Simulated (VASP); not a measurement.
# Si4O (Pm-3m) in VASP: single point with PBE

Aim: the single point of Si4O with PBE.

All numbers are computed with VASP 6.6.1; they aren't measurements. Logs are shortened: lines on timing, memory, paths and dates and some standing lists are left out, and cuts for length are marked.

**1. The cell of the first run**

Symmetry: Pm-3m, No. 221, cubic system. The conventional cell has a = 4.175 Å, b = 4.175 Å, c = 4.175 Å, α = 90.00°, β = 90.00°, γ = 90.00°. Within 3.9 Å of Si (site symmetry m-3m) lie 12 Si at 2.95 Å and 8 O at 3.62 Å. Si (site symmetry 4/mmm) has 2 O at 2.09 Å within 2.8 Å. Within 2.8 Å of O (site symmetry m-3m) lie 6 Si at 2.09 Å.

**2. Single point, PBE**

POSCAR reads:

```
Si4O
1.0
    4.1751014904      0.0000000000      0.0000000000
    0.0000000000      4.1751014904      0.0000000000
    0.0000000000      0.0000000000      4.1751014904
Si O
4 1
Direct
    0.0000000000      0.0000000000      0.0000000000
    0.5000000000      0.5000000000      0.0000000000
    0.5000000000      0.0000000000      0.5000000000
    0.0000000000      0.5000000000      0.5000000000
    0.5000000000      0.5000000000      0.5000000000
```

INCAR.step1 reads:

```
PREC = Accurate
ENCUT = 520
EDIFF = 1E-6
ISMEAR = 0
SIGMA = 0.1
LREAL = False
LASPH = True
NELM = 80
ALGO = Normal
ISIF = 2
LWAVE = False
LCHARG = True
GGA = PE
NBANDS = 19
```

KPOINTS.step1 reads:

```
regular mesh
0
Gamma
  10 10 10
```

INCAR.step2 reads:

```
PREC = Accurate
ENCUT = 520
EDIFF = 1E-6
ISMEAR = -5
SIGMA = 0.1
LREAL = False
LASPH = True
NELM = 80
ALGO = Normal
ISIF = 2
LWAVE = False
LCHARG = False
GGA = PE
LORBIT = 11
NEDOS = 1001
ICHARG = 11
```

KPOINTS.step2 reads:

```
regular mesh
0
Gamma
  15 15 15
```

Potentials or basis: VASP PAW PBE potentials, release 64 (Si, O).

Run with:

```sh
cat potpaw_PBE.64/Si/POTCAR potpaw_PBE.64/O/POTCAR > POTCAR
cp INCAR.step1 INCAR
cp KPOINTS.step1 KPOINTS
mpirun -np 1 vasp_std > vasp.out
cp INCAR.step2 INCAR
cp KPOINTS.step2 KPOINTS
mpirun -np 1 vasp_std > vasp.out
```

OUTCAR:

```text
PREC = Accurate
   ENCUT = 520
   EDIFF = 1E-6
   ISMEAR = -5
   LREAL = False
   LASPH = True
   NELM = 80
   ISIF = 2
   GGA = PE
   LORBIT = 11
   ICHARG = 11

 ion  position               nearest neighbor table
   1  0.000  0.000  0.000-   2 2.95   3 2.95   4 2.95   3 2.95   4 2.95   2 2.95   4 2.95   4 2.95
                             2 2.95   3 2.95   3 2.95   2 2.95
   2  0.500  0.500  0.000-   5 2.09   5 2.09   4 2.95   1 2.95   3 2.95   4 2.95   3 2.95   1 2.95
                             3 2.95   3 2.95   1 2.95   4 2.95   4 2.95   1 2.95
   3  0.500  0.000  0.500-   5 2.09   5 2.09   4 2.95   1 2.95   1 2.95   2 2.95   2 2.95   4 2.95
                             2 2.95   2 2.95   1 2.95   4 2.95   1 2.95   4 2.95
   4  0.000  0.500  0.500-   5 2.09   5 2.09   3 2.95   1 2.95   1 2.95   2 2.95   1 2.95   3 2.95
                             1 2.95   2 2.95   3 2.95   2 2.95   2 2.95   3 2.95
   5  0.500  0.500  0.500-   2 2.09   3 2.09   4 2.09   2 2.09   3 2.09   4 2.09

  LATTYP: Found a simple cubic cell.
 ALAT       =     4.1751014904

  Lattice vectors:

 A1 = (   4.1751014904,   0.0000000000,   0.0000000000)
 A2 = (   0.0000000000,   4.1751014904,   0.0000000000)
 A3 = (   0.0000000000,   0.0000000000,   4.1751014904)

Analysis of symmetry for initial positions (statically):
=====================================================================
 Subroutine PRICEL returns:
 Original cell was already a primitive cell.

 Routine SETGRP: Setting up the symmetry group for a
 simple cubic supercell.

 Subroutine GETGRP returns: Found 48 space group operations
 (whereof 48 operations were pure point group operations)
 out of a pool of 48 trial point group operations.

The static configuration has the point symmetry O_h .

Analysis of symmetry for dynamics (positions and initial velocities):
=====================================================================
 Subroutine PRICEL returns:
 Original cell was already a primitive cell.

 Routine SETGRP: Setting up the symmetry group for a
 simple cubic supercell.

 Subroutine GETGRP returns: Found 48 space group operations
 (whereof 48 operations were pure point group operations)
 out of a pool of 48 trial point group operations.

The dynamic configuration has the point symmetry O_h .

 Subroutine INISYM returns: Found 48 space group operations
 (whereof 48 operations are pure point group operations),
 and found     1 'primitive' translations

----------------------------------------------------------------------------------------

[... 122 lines left out ...]
  Fermi-wavevector in a.u.,A,eV,Ry     =   1.098707  2.076256 16.424379  1.207158
  Thomas-Fermi vector in A             =   2.235089
   LORBIT       =     11    0 simple, 1 ext, 2 COOP (PROOUT), +10 PAW based schemes
   GGA     = PE    functional components
   LHFCALC =     F    Hartree Fock is set to
   AEXX    =    0.0000 exact exchange contribution
   IVDW    =     0    specifies the selected vdW correction
   LEPSILON=     F    determine dielectric tensor
   LRPA    =     F    only Hartree local field effects (RPA)
 non-spin polarized calculation
 Fermi weights with tetrahedron method with Bloechl corrections
  energy-cutoff  :      520.00
  volume of cell :       72.78
 maximum number of plane-waves:      1979
 NGX is ok and might be reduce to    32

 number of electron      21.9999998 magnetization

 Free energy of the ion-electron system (eV)
  ---------------------------------------------------
  ext. energy  EPLUGINS =         0.00000000
  ---------------------------------------------------
  free energy    TOTEN  =       -24.88230763 eV

  energy without entropy =      -24.88230763  energy(sigma->0) =      -24.88230763

 E-fermi :   8.4597     XC(G=0): -10.7938

 val. band max:        8.5432460720   @ k =   0.2667   0.0667   0.0667
 cond. band min:       8.3457019424   @ k =   0.4667   0.0667   0.0667
 fundamental gap:     -0.1975441296
 Fermi energy:         8.4596902031

 k-point     1 :       0.0000    0.0000    0.0000
  band No.  band energies     occupation
      1     -13.2128      2.00000
      2      -2.6428      2.00000
      3      -0.1228      2.00000
      4      -0.1228      2.00000
      5      -0.1228      2.00000
      6       3.3986      2.00000
      7       3.3986      2.00000
      8       5.9666      2.00000
      9       6.3434      2.00000
     10       6.3434      2.00000
     11       6.3434      2.00000
     12      10.7387      0.00000
     13      10.7387      0.00000
     14      10.7387      0.00000
[... 401 lines left out ...]
      2      -2.7971      2.00000
      3      -1.3049      2.00000
      4       0.1442      2.00000
      5       0.8059      2.00000
      6       2.0584      2.00000
      7       4.3445      2.00000
      8       5.1845      2.00000
      9       6.2444      2.00000
     10       6.9193      2.00000
     11       8.0810      2.00000
     12       8.5564      0.06783
     13       9.9751      0.00000
     14      10.2002      0.00000
     15      11.2101      0.00000

 [... further k-points ...]
[... 5 lines left out ...]
  --------------------------------------------------------------------------------------
  -------------------------------------------------------------------------------------
  Total        0.0299958      0.0299958      0.0299958      0.0000000      0.0000000      0.0000000
  in kB        0.6603428      0.6603428      0.6603428      0.0000000      0.0000000      0.0000000
  external PRESSURE =       0.6603428 kB  Pullay stress =       0.0000000 kB

 VOLUME and BASIS-vectors are now :
 -----------------------------------------------------------------------------
  energy-cutoff  :      520.00
  volume of cell :       72.78
      direct lattice vectors                 reciprocal lattice vectors
     4.175101490  0.000000000  0.000000000     0.239515136  0.000000000  0.000000000
     0.000000000  4.175101490  0.000000000     0.000000000  0.239515136  0.000000000
     0.000000000  0.000000000  4.175101490     0.000000000  0.000000000  0.239515136

 POSITION                                       TOTAL-FORCE (eV/Angst)
 -----------------------------------------------------------------------------------
      0.00000      0.00000      0.00000         0.000000      0.000000      0.000000
      2.08755      2.08755      0.00000         0.000000      0.000000      0.000000
      2.08755      0.00000      2.08755         0.000000      0.000000      0.000000
      0.00000      2.08755      2.08755         0.000000      0.000000      0.000000
      2.08755      2.08755      2.08755         0.000000      0.000000      0.000000
 -----------------------------------------------------------------------------------
    total drift:                                0.000000     -0.000000     -0.000000

  FREE ENERGIE OF THE ION-ELECTRON SYSTEM (eV)
  ---------------------------------------------------
  free  energy   TOTEN  =       -24.8823076312 eV

  energy  without entropy=      -24.8823076312  energy(sigma->0) =      -24.88230763

 total charge

# of ion       s       p       d       tot
------------------------------------------
    1        0.866   0.612   0.000   1.478
    2        0.909   0.581   0.000   1.490
    3        0.909   0.581   0.000   1.490
    4        0.909   0.581   0.000   1.490
    5        1.604   3.437   0.000   5.040
--------------------------------------------------
tot          5.196   5.792   0.000  10.988
```

OSZICAR.step1:

```text
N       E                     dE             d eps       ncg     rms          rms(c)
DAV:   1     0.581762342884E+02    0.58176E+02   -0.96578E+03  2128   0.987E+02
DAV:   2    -0.207131292143E+02   -0.78889E+02   -0.75316E+02  2738   0.174E+02
DAV:   3    -0.257776506955E+02   -0.50645E+01   -0.50095E+01  2740   0.412E+01
DAV:   4    -0.258210979566E+02   -0.43447E-01   -0.43381E-01  2742   0.438E+00
DAV:   5    -0.258213702632E+02   -0.27231E-03   -0.27229E-03  2669   0.355E-01    0.744E+00
DAV:   6    -0.249256025830E+02    0.89577E+00   -0.43931E+00  2392   0.189E+01    0.367E+00
DAV:   7    -0.248809687124E+02    0.44634E-01   -0.62114E-01  2448   0.603E+00    0.182E+00
DAV:   8    -0.248846828723E+02   -0.37142E-02   -0.20227E-01  2554   0.311E+00    0.677E-01
DAV:   9    -0.248757409596E+02    0.89419E-02   -0.39651E-02  2693   0.183E+00    0.140E-01
DAV:  10    -0.248759463187E+02   -0.20536E-03   -0.59585E-03  2525   0.579E-01    0.798E-02
DAV:  11    -0.248760061901E+02   -0.59871E-04   -0.44864E-04  2520   0.134E-01    0.313E-02
DAV:  12    -0.248760133822E+02   -0.71920E-05   -0.22591E-05  2674   0.324E-02    0.174E-02
DAV:  13    -0.248760083549E+02    0.50273E-05   -0.11247E-05  2653   0.293E-02    0.208E-03
DAV:  14    -0.248760081952E+02    0.15971E-06   -0.31660E-06  2113   0.114E-02
   1 F= -.24876008E+02 E0= -.24872498E+02  d E =-.702063E-02
```

It took 1.7 min on 1 thread of Intel Xeon Platinum 8488C (Sapphire Rapids), shared host; peak memory 0.25 GiB.

Results:

```
Valence electrons inside the program's atomic spheres : Si 1.48, 1.49 (each value once); O 5.04
```

Levels at points of the mesh, in eV from the Fermi level:
| k point | band 8 | band 9 | band 10 | band 11 | band 12 | band 13 | band 14 | band 15 |
| --- | --- | --- | --- | --- | --- | --- | --- | --- |
| (0.00, 0.00, 0.00) | -2.49 | -2.12 | -2.12 | -2.12 | 2.28 | 2.28 | 2.28 | 4.11 |

Caveat: tetrahedron occupations give inexact forces and stress in metals.
